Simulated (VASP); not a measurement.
Here is a VASP 6.6.1 calculation.

The input INCAR:

```
SYSTEM = ZrGe2Pd3
ALGO = Normal ; EDIFF = 1E-7
ENCUT = 520 ; GGA = PE
ISIF = 2 ; ISMEAR = 0
LASPH = .TRUE. ; LCHARG = .TRUE.
LELF = .TRUE. ; LREAL = .FALSE.
LVHAR = .TRUE. ; LWAVE = .FALSE.
NBANDS = 44 ; NELM = 100
PREC = Accurate ; SIGMA = 0.2
```

The input KPOINTS:

```
k-points
0
G
  5 5 2
  0 0 0
```

File POSCAR:

```
ZrGe2Pd3
1.0
    3.1160237508      0.0000000000      0.0000000000
    0.0000000000      3.1160237508      0.0000000000
    0.0000000000      0.0000000000     10.3279659418
Zr Ge Pd
1 2 3
Direct
    0.0000000000      0.0000000000      0.0000000000
    0.0000000000      0.0000000000      0.3395137802
    0.0000000000      0.0000000000      0.6604862198
    0.5000000000      0.5000000000      0.5000000000
    0.5000000000      0.5000000000      0.8125763179
    0.5000000000      0.5000000000      0.1874236821
```

Potentials or basis: VASP PAW PBE potentials, release 64 (Zr_sv, Ge_d, Pd).

Command:

```console
$ cat potpaw_PBE.64/Zr_sv/POTCAR potpaw_PBE.64/Ge_d/POTCAR potpaw_PBE.64/Pd/POTCAR > POTCAR
$ mpirun -np 1 vasp_std > vasp.out
```

Task: What does it give for the largest force?

Result: 0.029 eV/Å.

Task: What does it give for the band gap on the k mesh?

Result: Zero (band 35 reaches 10.02 eV, above the bottom of band 36 at 9.20 eV).

Task: Estimate the pressure.

Result: 0.1 GPa.

Forces in eV/Å, atoms in the order of the input:
```
Zr   0.000  0.000  0.000
Ge   0.000  0.000 -0.005
Ge   0.000  0.000  0.005
Pd   0.000  0.000  0.000
Pd   0.000  0.000 -0.029
Pd   0.000  0.000  0.029
```

Caveat: the k points lie up to 0.40 Å⁻¹ apart.
